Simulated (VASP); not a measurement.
# ZrNi (Cmcm) in VASP: further runs

Runs on ZrNi. Level: LDA. Tasks: single point.

All numbers are computed with VASP 6.6.1; they aren't measurements. Logs are shortened: lines on timing, memory, paths and dates and some standing lists are left out, and cuts for length are marked.

## 1. The cell of the first run

It takes space group Cmcm (No. 63, orthorhombic). The conventional cell has a = 3.268 Å, b = 9.937 Å, c = 4.101 Å, α = 90.00°, β = 90.00°, γ = 90.00°. Within 3.5 Å of Zr (site symmetry m2m) lie 7 Ni at 2.68 to 2.77 Å and 8 Zr at 3.27 to 3.44 Å. Ni (site symmetry m2m) has 4 Ni at 2.62 to 3.27 Å and 7 Zr at 2.68 to 2.77 Å within 3.5 Å.

## 2. Single point, LDA, collinear spin, ferromagnetic start

INCAR reads:

```
PREC     = Accurate       # precision mode
ENCUT    = 520            # plane-wave cutoff, eV
EDIFF    = 1E-6           # SCF threshold, eV
ISMEAR   = -1             # smearing method
SIGMA    = 0.08           # smearing width, eV
LREAL    = F              # projectors in reciprocal space
LASPH    = T              # aspherical terms in the spheres
NELM     = 150            # most SCF steps
ALGO     = Normal         # electronic algorithm
ISIF     = 2              # what is computed and relaxed
LWAVE    = F              # write WAVECAR
LCHARG   = F              # write CHGCAR
ISPIN    = 2              # spin polarisation
MAGMOM   = 0 0 0.8 0.8    # initial moments
LORBIT   = 11             # projections on sites
NUPDOWN  = 1.6            # fixed moment
LMAXMIX  = 4              # l up to which the mixer works
NBANDS   = 34             # bands
```

KPOINTS reads:

```
regular mesh
0
Gamma
  8 8 6
```

POSCAR reads:

```
ZrNi
1.0
    1.6340000000     -4.9685000000      0.0000000000
    1.6340000000      4.9685000000      0.0000000000
    0.0000000000      0.0000000000      4.1010000000
Zr Ni
2 2
Direct
    0.6391000000      0.3609000000      0.2500000000
    0.3609000000      0.6391000000      0.7500000000
    0.9183000000      0.0817000000      0.2500000000
    0.0817000000      0.9183000000      0.7500000000
```

Potentials or basis: VASP PAW LDA potentials, release 64 (Zr_sv, Ni).

Started as:

```
> cat potpaw_LDA.64/Zr_sv/POTCAR potpaw_LDA.64/Ni/POTCAR > POTCAR
> mpirun -np 1 vasp_std > vasp.out
```

OUTCAR:

```text
PREC = Accurate
   ENCUT = 520
   EDIFF = 1E-6
   ISMEAR = -1
   LREAL = F
   LASPH = T
   NELM = 150
   ISIF = 2
   ISPIN = 2
   LORBIT = 11
   NUPDOWN = 1.6

 ion  position               nearest neighbor table
   1  0.639  0.361  0.250-   4 2.68   4 2.68   4 2.68   4 2.68   3 2.74   3 2.74   3 2.77   2 3.43
                             2 3.43   2 3.43   2 3.43   2 3.44   2 3.44
   2  0.361  0.639  0.750-   3 2.68   3 2.68   3 2.68   3 2.68   4 2.74   4 2.74   4 2.77   1 3.43
                             1 3.43   1 3.43   1 3.43   1 3.44   1 3.44
   3  0.918  0.082  0.250-   4 2.62   4 2.62   2 2.68   2 2.68   2 2.68   2 2.68   1 2.74   1 2.74
                             1 2.77
   4  0.082  0.918  0.750-   3 2.62   3 2.62   1 2.68   1 2.68   1 2.68   1 2.68   2 2.74   2 2.74
                             2 2.77

  LATTYP: Found a base centered orthorhombic cell.
 ALAT       =     3.2680000000
 B/A-ratio  =     3.0406976744
 C/A-ratio  =     1.2548959608

  Lattice vectors:

 A1 = (   1.6340000000,  -4.9685000000,   0.0000000000)
 A2 = (   1.6340000000,   4.9685000000,   0.0000000000)
 A3 = (   0.0000000000,   0.0000000000,   4.1010000000)

Analysis of symmetry for initial positions (statically):
=====================================================================
 Subroutine PRICEL returns:
 Original cell was already a primitive cell.

 Routine SETGRP: Setting up the symmetry group for a
 base centered orthorhombic supercell.

 Subroutine GETGRP returns: Found  8 space group operations
 (whereof  4 operations were pure point group operations)
 out of a pool of  8 trial point group operations.

The static configuration has the point symmetry C_2h.
 The point group associated with its full space group is D_2h.

Analysis of symmetry for dynamics (positions and initial velocities):
=====================================================================
 Subroutine PRICEL returns:
 Original cell was already a primitive cell.

 Routine SETGRP: Setting up the symmetry group for a
 base centered orthorhombic supercell.

 Subroutine GETGRP returns: Found  8 space group operations
 (whereof  4 operations were pure point group operations)
 out of a pool of  8 trial point group operations.

The dynamic configuration has the point symmetry C_2h.
 The point group associated with its full space group is D_2h.

Analysis of structural, dynamic, and magnetic symmetry:
=====================================================================
 Subroutine PRICEL returns:
 Original cell was already a primitive cell.

 Routine SETGRP: Setting up the symmetry group for a
 base centered orthorhombic supercell.

 Subroutine GETGRP returns: Found  8 space group operations
 (whereof  4 operations were pure point group operations)
 out of a pool of  8 trial point group operations.

The overall configuration has the point symmetry C_2h.
 The point group associated with its full space group is D_2h.

 Subroutine INISYM returns: Found  8 space group operations
 (whereof  4 operations are pure point group operations),
 and found     1 'primitive' translations

----------------------------------------------------------------------------------------

                                     Primitive cell

  volume of cell :      66.5882

  direct lattice vectors                    reciprocal lattice vectors
     1.634000000 -4.968500000  0.000000000     0.305997552 -0.100633994  0.000000000
     1.634000000  4.968500000  0.000000000     0.305997552  0.100633994  0.000000000
     0.000000000  0.000000000  4.101000000     0.000000000  0.000000000  0.243842965

  length of vectors
     5.230291412  5.230291412  4.101000000     0.322120634  0.322120634  0.243842965

  position of ions in fractional coordinates (direct lattice)
     0.639100000  0.360900000  0.250000000
     0.360900000  0.639100000  0.750000000
     0.918300000  0.081700000  0.250000000
     0.081700000  0.918300000  0.750000000

  ion indices of the primitive-cell ions
   primitive index   ion index
                 1           1
                 2           2
                 3           3
                 4           4

----------------------------------------------------------------------------------------

 KPOINTS: regular mesh

Automatic generation of k-mesh.
 Grid dimensions read from file:
 generate k-points for:    8    8    6

 Generating k-lattice:

  Cartesian coordinates                     Fractional coordinates (reciprocal lattice)
     0.038249694 -0.012579249  0.000000000     0.125000000  0.000000000  0.000000000
     0.038249694  0.012579249  0.000000000     0.000000000  0.125000000  0.000000000
     0.000000000  0.000000000  0.040640494     0.000000000  0.000000000  0.166666667

  Length of vectors
     0.040265079  0.040265079  0.040640494

  Shift w.r.t. Gamma in fractional coordinates (k-lattice)
     0.000000000  0.000000000  0.000000000

 Subroutine IBZKPT returns following result:
 ===========================================

 Found     84 irreducible k-points:

 Following reciprocal coordinates:
            Coordinates               Weight
  0.000000  0.000000  0.000000      1.000000
  0.125000  0.000000  0.000000      4.000000
  0.250000  0.000000  0.000000      4.000000
  0.375000  0.000000  0.000000      4.000000
  0.500000  0.000000  0.000000      2.000000
  0.125000  0.125000  0.000000      2.000000
[... 16 lines left out ...]
  0.125000  0.000000  0.166667      8.000000
  0.250000  0.000000  0.166667      8.000000
 [... further k-points ...]
   k-points           NKPTS =     84   k-points in BZ     NKDIM =     84   number of bands    NBANDS=     34
   number of dos      NEDOS =    301   number of ions     NIONS =      4
   total plane-waves  NPLWV =  51200
   dimension x,y,z NGX =    40 NGY =   40 NGZ =   32
   dimension x,y,z NGXF=    80 NGYF=   80 NGZF=   64
   ions per type =               2   2
   NGX,Y,Z   is equivalent  to a cutoff of  12.71, 12.71, 12.97 a.u.
   NGXF,Y,Z  is equivalent  to a cutoff of  25.43, 25.43, 25.94 a.u.
 SYSTEM =  unknown system
   PREC   = accura    normal or accurate (medium, high low for compatibility)
   ISTART =      0    job   : 0-new  1-cont  2-samecut
   ICHARG =      2    charge: 1-file 2-atom 10-const
   ISPIN  =      2    spin polarized calculation?
   LNONCOLLINEAR =      F non collinear calculations
   LSORBIT =      F    spin-orbit coupling
   LASPH  =      T    aspherical Exc in radial PAW
   ENCUT  =  520.0 eV  38.22 Ry    6.18 a.u.   9.72  9.72  7.63*2*pi/ulx,y,z
   NELM   =    150;   NELMIN=  2; NELMDL= -5     # of ELM steps
   EDIFF  = 0.1E-05   stopping-criterion for ELM
   LREAL  =      F    real-space projection
   EDIFFG = 0.1E-04   stopping-criterion for IOM
   NSW    =      0    number of steps for IOM
   IBRION =     -1    ionic relax: 0-MD 1-quasi-New 2-CG
   NFREE  =      0    steps in history (QN), initial steepest desc. (CG)
   ISIF   =      2    stress and relaxation
   ISYM   =      2    0-nonsym 1-usesym 2-fastsym
   POTIM  = 0.5000    time-step for ionic-motion
   TEBEG  =    0.0;   TEEND  =   0.0 temperature during run
   PSTRESS=    0.0 pullay stress
   NELECT =      44.0000    total number of electrons
   NUPDOWN=       1.6000    fix difference up-down
   EMIN   =  10.00;   EMAX   =-10.00  energy-range for DOS
   EFERMI =   0.00;   METHOD = LEGACY
   ISMEAR =    -1;   SIGMA  =   0.08  broadening in eV -4-tet -1-fermi 0-gaus
   EFERMI_NEDOS =   21; number of points for ismear=-14 and -15
   IALGO  =     38    algorithm
   IMIX   =      4    mixing-type and parameters
     AMIX     =   0.40;   BMIX     =  1.00
     AMIX_MAG =   1.60;   BMIX_MAG =  1.00
  volume/ion in A,a.u.               =      16.65       112.34
  Fermi-wavevector in a.u.,A,eV,Ry     =   1.425914  2.694587 27.663786  2.033231
  Thomas-Fermi vector in A             =   2.546247
   LORBIT       =     11    0 simple, 1 ext, 2 COOP (PROOUT), +10 PAW based schemes
   GGA     = CA    functional components
   LHFCALC =     F    Hartree Fock is set to
   AEXX    =    0.0000 exact exchange contribution
   IVDW    =     0    specifies the selected vdW correction
   LEPSILON=     F    determine dielectric tensor
   LRPA    =     F    only Hartree local field effects (RPA)
 spin polarized calculation
  energy-cutoff  :      520.00
  volume of cell :       66.59
 maximum number of plane-waves:      1812
   NGX = 19   NGY = 19   NGZ = 15

 number of electron      44.0000001 magnetization       1.6000000

 Free energy of the ion-electron system (eV)
  ---------------------------------------------------
  ext. energy  EPLUGINS =         0.00000000
  ---------------------------------------------------
  free energy    TOTEN  =       -33.34611749 eV

  energy without entropy =      -33.26161310  energy(sigma->0) =      -33.30386529

 E-fermi :   8.8480     XC(G=0): -12.1566

 val. band max:        9.5019857418   @ k =  -0.2500   0.1250   0.3333
 cond. band min:       8.8618569957   @ k =   0.1250   0.1250   0.3333
 fundamental gap:     -0.6401287461
 Fermi energy:         9.5036888891

 spin component 1

 k-point     1 :       0.0000    0.0000    0.0000
  band No.  band energies     occupation
      1     -39.4006      1.00000
      2     -39.3361      1.00000
      3     -17.7691      1.00000
      4     -17.6906      1.00000
      5     -17.4440      1.00000
      6     -17.3929      1.00000
[... 26 lines left out ...]
     33      18.1137      0.00000
     34      18.5871      0.00000

 k-point     2 :       0.1250    0.0000    0.0000
  band No.  band energies     occupation
      1     -39.3925      1.00000
      2     -39.3326      1.00000
      3     -17.7536      1.00000
      4     -17.6765      1.00000
      5     -17.4769      1.00000
      6     -17.4462      1.00000
[... 26 lines left out ...]
     33      17.8951      0.00000
     34      18.7851      0.00000
[... 775 lines left out ...]
     33      17.8882      0.00000
     34      18.6131      0.00000

 k-point    24 :       0.2500    0.0000    0.1667
  band No.  band energies     occupation
      1     -39.3686      1.00000
      2     -39.3276      1.00000
      3     -17.7174      1.00000
      4     -17.6551      1.00000
      5     -17.6116      1.00000
      6     -17.5602      1.00000
[... 26 lines left out ...]
     33      17.7518      0.00000
     34      17.9983      0.00000

 [... further k-points ...]

 spin component 2

 k-point     1 :       0.0000    0.0000    0.0000
  band No.  band energies     occupation
      1     -39.2307      1.00000
      2     -39.1670      1.00000
      3     -17.5668      1.00000
      4     -17.5094      1.00000
      5     -17.2659      1.00000
      6     -17.1949      1.00000
[... 26 lines left out ...]
     33      18.3728      0.00000
     34      18.8262      0.00000

 k-point     2 :       0.1250    0.0000    0.0000
  band No.  band energies     occupation
      1     -39.2227      1.00000
      2     -39.1636      1.00000
      3     -17.5515      1.00000
      4     -17.4954      1.00000
      5     -17.2780      1.00000
      6     -17.2681      1.00000
[... 26 lines left out ...]
     33      18.1533      0.00000
     34      19.0089      0.00000
[... 775 lines left out ...]
     33      18.1434      0.00000
     34      18.8553      0.00000

 k-point    24 :       0.2500    0.0000    0.1667
  band No.  band energies     occupation
      1     -39.1992      1.00000
      2     -39.1586      1.00000
      3     -17.5188      1.00000
      4     -17.4632      1.00000
      5     -17.4180      1.00000
      6     -17.3641      1.00000
[... 26 lines left out ...]
     33      17.9809      0.00000
     34      18.2347      0.00000

 [... further k-points ...]

------------------------ aborting loop because EDIFF is reached ----------------------------------------

  FORCE on cell =-STRESS in cart. coord.  units (eV):
  Direction    XX          YY          ZZ          XY          YZ          ZX
  --------------------------------------------------------------------------------------
  -------------------------------------------------------------------------------------
  Total       -2.6223626     -3.4951103     -3.5878418      0.0000000     -0.0000000      0.0000000
  in kB      -63.0966373    -84.0958101    -86.3270213      0.0000000     -0.0000000      0.0000000
  external PRESSURE =     -77.8398229 kB  Pullay stress =       0.0000000 kB

 VOLUME and BASIS-vectors are now :
 -----------------------------------------------------------------------------
  energy-cutoff  :      520.00
  volume of cell :       66.59
      direct lattice vectors                 reciprocal lattice vectors
     1.634000000 -4.968500000  0.000000000     0.305997552 -0.100633994  0.000000000
     1.634000000  4.968500000  0.000000000     0.305997552  0.100633994  0.000000000
     0.000000000  0.000000000  4.101000000     0.000000000  0.000000000  0.243842965

 POSITION                                       TOTAL-FORCE (eV/Angst)
 -----------------------------------------------------------------------------------
      1.63400     -1.38224      1.02525         0.000000     -0.029392      0.000000
      1.63400      1.38224      3.07575         0.000000      0.029392      0.000000
      1.63400     -4.15665      1.02525         0.000000     -0.243391     -0.000000
      1.63400      4.15665      3.07575         0.000000      0.243391     -0.000000
 -----------------------------------------------------------------------------------
    total drift:                               -0.000000     -0.000000      0.000000

  FREE ENERGIE OF THE ION-ELECTRON SYSTEM (eV)
  ---------------------------------------------------
  free  energy   TOTEN  =       -33.3461174918 eV

  energy  without entropy=      -33.2616130970  energy(sigma->0) =      -33.30386529

 total charge

# of ion       s       p       d       tot
------------------------------------------
    1        2.221   5.983   1.597   9.801
    2        2.221   5.983   1.597   9.801
    3        0.599   0.449   8.350   9.398
    4        0.599   0.449   8.350   9.398
--------------------------------------------------
tot          5.640  12.865  19.893  38.399

 magnetization (x)

# of ion       s       p       d       tot
------------------------------------------
    1        0.005   0.021   0.273   0.299
    2        0.005   0.021   0.273   0.299
    3        0.010   0.072   0.177   0.260
    4        0.010   0.072   0.177   0.260
--------------------------------------------------
tot          0.031   0.185   0.900   1.117
```

Run time: 15 min. Hardware: 1 thread of Intel Xeon 8259CL, shared host; peak memory 0.4 GiB.

Results:

```yaml
Free_energy: -33.3461 eV
Pressure: -7.8 GPa
Largest_force: 0.243 eV/Å
Net_moment: 1.60 μB per cell
Site_moments: Zr +0.30; Ni +0.26 μB
Valence_electrons_inside_the_program's_atomic_spheres: Zr 9.80; Ni 9.40
```

Forces in eV/Å, atoms in the order of the input:
```
Zr   0.000 -0.029  0.000
Zr   0.000  0.029  0.000
Ni   0.000 -0.243  0.000
Ni   0.000  0.243  0.000
```

Stress tensor (GPa, compression positive):
```
-6.31  0.00  0.00
 0.00 -8.41  0.00
 0.00  0.00 -8.63
```

Caveat: the cell stands under tension; the total moment is fixed, so each spin has its own Fermi level and the state may be an excited one.

## 3. Single point, LDA, collinear spin, ferromagnetic start

INCAR reads:

```
SYSTEM = ZrNi
PREC     = Accurate       ! precision mode
ENCUT    = 520            ! plane-wave cutoff, eV
EDIFF    = 1E-7           ! SCF threshold, eV
ISMEAR   = -1             ! smearing method
SIGMA    = 0.08           ! smearing width, eV
LREAL    = .FALSE.        ! projectors in reciprocal space
LASPH    = .TRUE.         ! aspherical terms in the spheres
NELM     = 150            ! most SCF steps
ALGO     = Normal         ! electronic algorithm
ISIF     = 2              ! what is computed and relaxed
LWAVE    = .FALSE.        ! write WAVECAR
LCHARG   = .FALSE.        ! write CHGCAR
ISPIN    = 2              ! spin polarisation
MAGMOM   = 0 0 1.2 1.2    ! initial moments
LORBIT   = 11             ! projections on sites
NUPDOWN  = 2.4            ! fixed moment
LMAXMIX  = 4              ! l up to which the mixer works
GGA      = CA             ! functional
NBANDS   = 34             ! bands
```

KPOINTS reads:

```
regular mesh
0
G
  8 8 6
  0 0 0
```

POSCAR is that of step 2.

Potentials or basis: VASP PAW LDA potentials, release 64 (Zr_sv, Ni).

Started as:

```
> cat potpaw_LDA.64/Zr_sv/POTCAR potpaw_LDA.64/Ni/POTCAR > POTCAR
> mpirun -np 1 vasp_std > vasp.out
```

Run time: 8.1 min. Hardware: 1 thread of Intel Xeon Platinum 8488C (Sapphire Rapids), shared host; peak memory 0.38 GiB.

It converged, with:

| Quantity | Value |
| --- | --- |
| Free energy | -33.0239 eV |
| Pressure | -6.9 GPa |
| Largest force | 0.356 eV/Å |
| Net moment | 2.40 μB per cell |
| Site moments | Zr +0.44; Ni +0.40 μB |
| Valence electrons inside the program's atomic spheres | Zr 9.81; Ni 9.39 |

Forces in eV/Å, atoms in the order of the input:
```
Zr   0.000 -0.136  0.000
Zr   0.000  0.136  0.000
Ni   0.000 -0.356  0.000
Ni   0.000  0.356  0.000
```

Stress tensor (GPa, compression positive):
```
-5.05  0.00  0.00
 0.00 -7.53  0.00
 0.00  0.00 -8.17
```

Caveat: the cell stands under tension; the total moment is fixed, so each spin has its own Fermi level and the state may be an excited one.
